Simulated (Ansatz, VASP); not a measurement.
# One calculation of PbSe, two programs

INCAR

```
PREC = Accurate
ENCUT = 520
EDIFF = 1E-6
ISMEAR = -1
SIGMA = 0.05
LREAL = F
LASPH = T
NELM = 80
ALGO = Normal
ISIF = 2
LWAVE = F
LCHARG = T
GGA = RP
LELF = T
LVHAR = T
NBANDS = 17
```

KPOINTS

```
regular mesh
0
Gamma
  8 8 8
```

The input POSCAR:

```
PbSe
1.0
    0.0000000000      3.0606500000      3.0606500000
    3.0606500000      0.0000000000      3.0606500000
    3.0606500000      3.0606500000      0.0000000000
Pb Se
1 1
Direct
    0.0000000000      0.0000000000      0.0000000000
    0.5000000000      0.5000000000      0.5000000000
```

The input input.yaml:

```yaml
crystal:
  lattice:
    - [0.0, 3.06065, 3.06065]
    - [3.06065, 0.0, 3.06065]
    - [3.06065, 3.06065, 0.0]
  atoms:
    - { symbol: Pb, position: [0.0, 0.0, 0.0] }
    - { symbol: Se, position: [0.5, 0.5, 0.5] }
kpoints:
  mp_grid: { grid: [8, 8, 8] }
  band_path:
    path:
      - [0.0, 0.0, 0.0]
      - [0.5, 0.0, 0.5]
      - [0.5, 0.25, 0.75]
      - [0.375, 0.375, 0.75]
      - [0.0, 0.0, 0.0]
      - [0.5, 0.5, 0.5]
      - [0.625, 0.25, 0.625]
      - [0.5, 0.25, 0.75]
    npoints: 10
scf:
  occupations: { method: fermi_dirac, width: 0.05 }
hamiltonian:
  xc: rpbe
  pseudopotentials: { kind: all_electron, lapw: { basis_error: 0.001 } }
output:
  forces: true
  stress: true
  eigenvalues: true
```

Alike in both runs: functional RPBE; k mesh 8 × 8 × 8; occupations fermi-dirac, width 0.05 eV; no spin polarisation.

```csv
,VASP,Ansatz
version,VASP 6.6.1,Ansatz 0.2.0
potentials or method,"VASP PAW PBE potentials, release 64 (Pb_d, Se), cutoff 520 eV","all-electron LAPW, scalar-relativistic"
task,single point,band structure
```

|  | VASP | Ansatz | Ansatz less VASP |
| --- | --- | --- | --- |
| gap on the k mesh at the Fermi level (eV) | 0.38 | 0.37 | -0.007 |
| least direct gap on the mesh (eV) | 0.38 | 0.37 | -0.007 |
| pressure (GPa) | 4.2 | 4.2 | +0.03 |

VASP's potentials were made for PBE, not for RPBE. Ansatz ran all-electron here, and VASP with PAW potentials.

Spin-orbit coupling is off throughout.
